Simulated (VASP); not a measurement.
Runs of VASP 6.6.1 on Si. The structure is that of space group I4_1/amd (No. 141), or close to it. The cells are those of the table. 

| cell | gap on the mesh (eV) | pressure (GPa) |
| --- | --- | --- |
| a = 3.718, b = 3.718, c = 3.785 Å, angles 59.4, 59.4, 61.2°, 2 atoms | 0.04 | (b) |
| a = 3.716, b = 3.716, c = 3.912 Å, angles 58.2, 58.2, 63.5°, 2 atoms | none | 7.1 |
| a = 3.987, b = 3.987, c = 3.611 Å, angles 63.1, 63.1, 53.8°, 2 atoms | none | 1.1 |
| a = 3.790, b = 3.790, c = 3.650 Å, angles 61.2, 61.2, 57.6°, 2 atoms | - | 10.8 |
| a = 3.764, b = 3.764, c = 4.027 Å, angles 57.7, 57.7, 64.7°, 2 atoms | none | (a) |
| a = 3.825, b = 3.825, c = 4.092 Å, angles 57.7, 57.7, 64.7°, 2 atoms | none | -2.8 |
| a = 4.043, b = 4.043, c = 3.817 Å, angles 61.8, 61.8, 56.3°, 2 atoms | 0.15 | -5.5 |
| a = 3.813, b = 3.813, c = 4.142 Å, angles 57.1, 57.1, 65.8°, 2 atoms | none | -3.2 |

Alike in all rows: task single point; level PBE; potentials or basis VASP PAW PBE potentials, release 64 (Si); no spin polarisation; k mesh 10 × 10 × 10; cutoff (eV) 520; smearing gaussian 0.05 eV.

**Question.** Fill in the values left out.

**Answer.** (a) 1.3; (b) 11.0.

Caveats: the cell stands under pressure (at least some runs); semilocal functionals underestimate gaps, so a narrow gap can read as zero (at least some runs); the cell stands under tension (at least some runs).

A k mesh can miss the band edges.

A gap of «none» marks levels without a gap at the run's occupations.
